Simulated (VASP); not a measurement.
# Ru (I4_1/amd) in VASP: relaxation of cell and atoms with PBE

Aim: the relaxation of cell and atoms of Ru with PBE.

Program: VASP 6.6.1. These are calculated values, not measurements. Logs are shortened: lines on timing, memory, paths and dates and some standing lists are left out, and cuts for length are marked.

## Step 1: The cell of the first run

Symmetry: I4_1/amd, No. 141, tetragonal system. The conventional cell has a = 4.230 Å, b = 4.230 Å, c = 2.283 Å, α = 90.00°, β = 90.00°, γ = 90.00°. Ru (site symmetry -4m2) has 10 Ru at 2.19 to 2.72 Å within 2.9 Å.

## Step 2: Relaxation of cell and atoms, PBE, target pressure 250 GPa, at which the enthalpy is minimised

The input, INCAR:

```
SYSTEM = Ru
  PREC = Accurate
  ENCUT = 600
  EDIFF = 1E-6
  ISMEAR = -1
  SIGMA = 0.05
  LREAL = .False.
  LASPH = .True.
  NELM = 60
  ALGO = Normal
  ISIF = 3
  LWAVE = .False.
  LCHARG = .False.
  GGA = PE
  IBRION = 2
  NSW = 32
  EDIFFG = -0.005
  PSTRESS = 2500.0
```

The input, KPOINTS:

```
regular mesh
0
Gamma
  19 19 19
  0 0 0
```

The input, POSCAR:

```
Ru
1.0
   -2.1148475030      2.1148475030      1.1413433380
    2.1148475030     -2.1148475030      1.1413433380
    2.1148475030      2.1148475030     -1.1413433380
Ru
2
Direct
   -0.3750000000     -0.1250000000     -0.2500000000
    0.3750000000      0.1250000000      0.2500000000
```

Potentials or basis: VASP PAW PBE potentials, release 64 (Ru_pv).

Launch:

```sh
$ cat potpaw_PBE.64/Ru_pv/POTCAR > POTCAR
$ mpirun -np 1 vasp_std > vasp.out
```

OUTCAR:

```text
SYSTEM = Ru
   PREC = Accurate
   ENCUT = 600
   EDIFF = 1E-6
   ISMEAR = -1
   LREAL = .False.
   LASPH = .True.
   NELM = 60
   ISIF = 3
   GGA = PE
   IBRION = 2
   NSW = 32
   EDIFFG = -0.005
   PSTRESS = 2500.0

 ion  position               nearest neighbor table
   1  0.625  0.875  0.750-   2 2.19   2 2.19   2 2.19   2 2.19   2 2.72   2 2.72   2 2.72   2 2.72

   2  0.375  0.125  0.250-   1 2.19   1 2.19   1 2.19   1 2.19   1 2.72   1 2.72   1 2.72   1 2.72

  LATTYP: Found a body centered tetragonal cell.
 ALAT       =     4.2296950060
 C/A-ratio  =     0.5396811526

  Lattice vectors:

 A1 = (  -2.1148475030,   2.1148475030,   1.1413433380)
 A2 = (   2.1148475030,  -2.1148475030,   1.1413433380)
 A3 = (   2.1148475030,   2.1148475030,  -1.1413433380)

Analysis of symmetry for initial positions (statically):
=====================================================================
 Subroutine PRICEL returns:
 Original cell was already a primitive cell.

 Routine SETGRP: Setting up the symmetry group for a
 body centered tetragonal supercell.

 Subroutine GETGRP returns: Found 16 space group operations
 (whereof  4 operations were pure point group operations)
 out of a pool of 16 trial point group operations.

The static configuration has the point symmetry C_2h.
 The point group associated with its full space group is D_4h.

Analysis of symmetry for dynamics (positions and initial velocities):
=====================================================================
 Subroutine PRICEL returns:
 Original cell was already a primitive cell.

 Routine SETGRP: Setting up the symmetry group for a
 body centered tetragonal supercell.

 Subroutine GETGRP returns: Found 16 space group operations
 (whereof  4 operations were pure point group operations)
 out of a pool of 16 trial point group operations.

The dynamic configuration has the point symmetry C_2h.
 The point group associated with its full space group is D_4h.

 Subroutine INISYM returns: Found 16 space group operations
 (whereof  4 operations are pure point group operations),
 and found     1 'primitive' translations

----------------------------------------------------------------------------------------

                                     Primitive cell

  volume of cell :      20.4190

  direct lattice vectors                    reciprocal lattice vectors
    -2.114847503  2.114847503  1.141343338     0.000000000  0.236423666  0.438080272
     2.114847503 -2.114847503  1.141343338     0.236423666  0.000000000  0.438080272
     2.114847503  2.114847503 -1.141343338     0.236423666  0.236423666  0.000000000

  length of vectors
     3.201222350  3.201222350  3.201222350     0.497805660  0.497805660  0.334353555

  position of ions in fractional coordinates (direct lattice)
     0.625000000  0.875000000  0.750000000
     0.375000000  0.125000000  0.250000000

  ion indices of the primitive-cell ions
   primitive index   ion index
                 1           1
                 2           2

----------------------------------------------------------------------------------------

 KPOINTS: regular mesh

Automatic generation of k-mesh.
 Grid dimensions read from file:
 generate k-points for:   19   19   19

 Generating k-lattice:

  Cartesian coordinates                     Fractional coordinates (reciprocal lattice)
     0.000000000  0.012443351  0.023056856     0.052631579  0.000000000  0.000000000
     0.012443351  0.000000000  0.023056856     0.000000000  0.052631579  0.000000000
     0.012443351  0.012443351  0.000000000     0.000000000  0.000000000  0.052631579

  Length of vectors
     0.026200298  0.026200298  0.017597556

  Shift w.r.t. Gamma in fractional coordinates (k-lattice)
     0.000000000  0.000000000  0.000000000

 Subroutine IBZKPT returns following result:
 ===========================================

 Found    550 irreducible k-points:

 Following reciprocal coordinates:
            Coordinates               Weight
  0.000000  0.000000  0.000000      1.000000
  0.052632  0.000000 -0.000000      8.000000
  0.105263  0.000000 -0.000000      8.000000
  0.157895  0.000000  0.000000      8.000000
  0.210526 -0.000000  0.000000      8.000000
  0.263158 -0.000000  0.000000      8.000000
[... 16 lines left out ...]
 -0.315789  0.052632 -0.000000     16.000000
 -0.263158  0.052632 -0.000000     16.000000
 [... further k-points ...]
   k-points           NKPTS =    550   k-points in BZ     NKDIM =    550   number of bands    NBANDS=     18
   number of dos      NEDOS =    301   number of ions     NIONS =      2
   total plane-waves  NPLWV =  21952
   dimension x,y,z NGX =    28 NGY =   28 NGZ =   28
   dimension x,y,z NGXF=    56 NGYF=   56 NGZF=   56
   ions per type =               2
   NGX,Y,Z   is equivalent  to a cutoff of  14.54, 14.54, 14.54 a.u.
   NGXF,Y,Z  is equivalent  to a cutoff of  29.08, 29.08, 29.08 a.u.
 SYSTEM =  Ru
   PREC   = accura    normal or accurate (medium, high low for compatibility)
   ISTART =      0    job   : 0-new  1-cont  2-samecut
   ICHARG =      2    charge: 1-file 2-atom 10-const
   ISPIN  =      1    spin polarized calculation?
   LNONCOLLINEAR =      F non collinear calculations
   LSORBIT =      F    spin-orbit coupling
   LASPH  =      T    aspherical Exc in radial PAW
   ENCUT  =  600.0 eV  44.10 Ry    6.64 a.u.   6.39  6.39  6.39*2*pi/ulx,y,z
   NELM   =     60;   NELMIN=  2; NELMDL= -5     # of ELM steps
   EDIFF  = 0.1E-05   stopping-criterion for ELM
   LREAL  =      F    real-space projection
   EDIFFG = -.5E-02   stopping-criterion for IOM
   NSW    =     32    number of steps for IOM
   IBRION =      2    ionic relax: 0-MD 1-quasi-New 2-CG
   NFREE  =      1    steps in history (QN), initial steepest desc. (CG)
   ISIF   =      3    stress and relaxation
   ISYM   =      2    0-nonsym 1-usesym 2-fastsym
   POTIM  = 0.5000    time-step for ionic-motion
   TEBEG  =    0.0;   TEEND  =   0.0 temperature during run
   PSTRESS= 2500.0 pullay stress
   NELECT =      28.0000    total number of electrons
   NUPDOWN=      -1.0000    fix difference up-down
   EMIN   =  10.00;   EMAX   =-10.00  energy-range for DOS
   EFERMI =   0.00;   METHOD = LEGACY
   ISMEAR =    -1;   SIGMA  =   0.05  broadening in eV -4-tet -1-fermi 0-gaus
   EFERMI_NEDOS =   21; number of points for ismear=-14 and -15
   IALGO  =     38    algorithm
   IMIX   =      4    mixing-type and parameters
     AMIX     =   0.40;   BMIX     =  1.00
     AMIX_MAG =   1.60;   BMIX_MAG =  1.00
  volume/ion in A,a.u.               =      10.21        68.90
  Fermi-wavevector in a.u.,A,eV,Ry     =   1.818791  3.437016 45.008063  3.307999
  Thomas-Fermi vector in A             =   2.875711
   LORBIT       =      0    0 simple, 1 ext, 2 COOP (PROOUT), +10 PAW based schemes
   GGA     = PE    functional components
   LHFCALC =     F    Hartree Fock is set to
   AEXX    =    0.0000 exact exchange contribution
   IVDW    =     0    specifies the selected vdW correction
   LEPSILON=     F    determine dielectric tensor
   LRPA    =     F    only Hartree local field effects (RPA)
 conjugate gradient relaxation of ions
 non-spin polarized calculation
  energy-cutoff  :      600.00
  volume of cell :       20.42
 maximum number of plane-waves:       703
 NGX is ok and might be reduce to    28
   NGX = 13   NGY = 13   NGZ = 13

--------------------------------------- Ionic step        1  -------------------------------------------

 number of electron      27.9999998 magnetization

 Free energy of the ion-electron system (eV)
  ---------------------------------------------------
  ext. energy  EPLUGINS =         0.00000000
  ---------------------------------------------------
  free energy    TOTEN  =       -10.98220229 eV

  energy without entropy =      -10.96269198  energy(sigma->0) =      -10.97244714

------------------------ aborting loop because EDIFF is reached ----------------------------------------

  FORCE on cell =-STRESS in cart. coord.  units (eV):
  Direction    XX          YY          ZZ          XY          YZ          ZX
  --------------------------------------------------------------------------------------
  -------------------------------------------------------------------------------------
  Total       32.4607722     32.4607722     32.2425785      0.0000000     -0.0000000      0.0000000
  in kB     2547.0356086   2547.0356086   2529.9150323      0.0000000     -0.0000000      0.0000000
  external PRESSURE =      41.3287498 kB  Pullay stress =    2500.0000000 kB

 VOLUME and BASIS-vectors are now :
 -----------------------------------------------------------------------------
  energy-cutoff  :      600.00
  volume of cell :       20.42
      direct lattice vectors                 reciprocal lattice vectors
    -2.114847503  2.114847503  1.141343338     0.000000000  0.236423666  0.438080272
     2.114847503 -2.114847503  1.141343338     0.236423666  0.000000000  0.438080272
     2.114847503  2.114847503 -1.141343338     0.236423666  0.236423666  0.000000000
[... 160 lines left out ...]
  FREE ENERGIE OF THE ION-ELECTRON SYSTEM (eV)
  ---------------------------------------------------
  free  energy   TOTEN  =       -11.0872936026 eV

  energy  without entropy=      -11.0681106978  energy(sigma->0) =      -11.07770215

  enthalpy is  TOTEN    =        20.8781922819 eV   P V=       31.9654858845

--------------------------------------- Ionic step        6  -------------------------------------------

 number of electron      27.9999998 magnetization

 Free energy of the ion-electron system (eV)
  ---------------------------------------------------
  ext. energy  EPLUGINS =         0.00000000
  ---------------------------------------------------
  free energy    TOTEN  =       -11.09225222 eV

  energy without entropy =      -11.07287520  energy(sigma->0) =      -11.08256371

 E-fermi :  18.9659     XC(G=0): -15.8204

 val. band max:       18.9658332889   @ k =  -0.4211  -0.4211   0.2105
 cond. band min:      18.9669030490   @ k =  -0.4211   0.4737   0.1053
 fundamental gap:      0.0010697601
 Fermi energy:        18.9658972479

 k-point     1 :       0.0000    0.0000    0.0000
  band No.  band energies     occupation
      1     -26.2847      2.00000
      2     -26.2847      2.00000
      3     -23.6672      2.00000
      4     -23.6330      2.00000
      5     -23.5172      2.00000
      6     -23.5172      2.00000
[... 10 lines left out ...]
     17      24.4730      0.00000
     18      27.7980      0.00000
[... 463 lines left out ...]
 k-point    24 :      -0.2632    0.0526   -0.0000
  band No.  band energies     occupation
      1     -26.2005      2.00000
      2     -25.7811      2.00000
      3     -24.7782      2.00000
      4     -24.5212      2.00000
      5     -23.8612      2.00000
      6     -23.4539      2.00000
[... 10 lines left out ...]
     17      23.0370      0.00000
     18      29.4740      0.00000

 [... further k-points ...]

------------------------ aborting loop because EDIFF is reached ----------------------------------------

  FORCE on cell =-STRESS in cart. coord.  units (eV):
  Direction    XX          YY          ZZ          XY          YZ          ZX
  --------------------------------------------------------------------------------------
  -------------------------------------------------------------------------------------
  Total       31.9735573     31.9735573     31.9604598      0.0000000      0.0000000      0.0000000
  in kB     2500.2502386   2500.2502386   2499.2260515      0.0000000      0.0000000      0.0000000
  external PRESSURE =      -0.0911571 kB  Pullay stress =    2500.0000000 kB

 VOLUME and BASIS-vectors are now :
 -----------------------------------------------------------------------------
  energy-cutoff  :      600.00
  volume of cell :       20.49
      direct lattice vectors                 reciprocal lattice vectors
    -2.118500834  2.118500834  1.141302563     0.000000000  0.236015956  0.438095923
     2.118500834 -2.118500834  1.141302563     0.236015956  0.000000000  0.438095923
     2.118500834  2.118500834 -1.141302563     0.236015956  0.236015956  0.000000000

 POSITION                                       TOTAL-FORCE (eV/Angst)
 -----------------------------------------------------------------------------------
      2.11850      1.05925      0.85598         0.000000     -0.000000     -0.000000
      0.00000      1.05925      0.28533        -0.000000      0.000000      0.000000
 -----------------------------------------------------------------------------------
    total drift:                                0.000000      0.000000     -0.000000

  FREE ENERGIE OF THE ION-ELECTRON SYSTEM (eV)
  ---------------------------------------------------
  free  energy   TOTEN  =       -11.0922522153 eV

  energy  without entropy=      -11.0728752004  energy(sigma->0) =      -11.08256371

  enthalpy is  TOTEN    =        20.8781049741 eV   P V=       31.9703571894

 reached required accuracy - stopping structural energy minimisation
```

It took 6.1 min on 1 thread of Intel Xeon 6975P-C (Granite Rapids), shared host; peak memory 0.34 GiB.

What came out:

| Item | Value |
| --- | --- |
| Free energy | -11.0923 eV |
| Relaxed volume | 10.24 Å³/atom |
| Relaxed cell | a = 3.206 Å, b = 3.206 Å, c = 3.206 Å, α = 97.28°, β = 97.28°, γ = 138.29° |
| Space group after relaxing (to 0.1 Å) | I4_1/amd (No. 141) |
| Energy change on relaxing (the run minimises the enthalpy) | -55.0 meV/atom |
| Ionic steps | 6 |
| Pressure after relaxing | 250.0 GPa |
| Band gap on the k mesh | zero (bands 14 and 15 overlap by 2.87 eV) |

Step by step:
```tsv
step	energy change (eV)	largest force (eV/Å)	pressure (GPa)	volume (Å³)
1	0.0000	0.0000	254.13	20.42
2	-1.1414	0.0000	211.46	21.21
3	-0.1164	0.0000	249.82	20.49
4	-0.1140	0.0000	249.89	20.49
5	-0.1051	0.0000	250.12	20.49
6	-0.1100	0.0000	249.99	20.49
```

Final structure:
```
Ru
1.0
    -2.11850    2.11850    1.14130
     2.11850   -2.11850    1.14130
     2.11850    2.11850   -1.14130
Ru
2
Cartesian
  2.1185 1.0592 0.8560
  0.0000 1.0592 0.2853
```

Caveat: the cell is relaxed towards a set pressure, so the run minimises the enthalpy, not the energy.
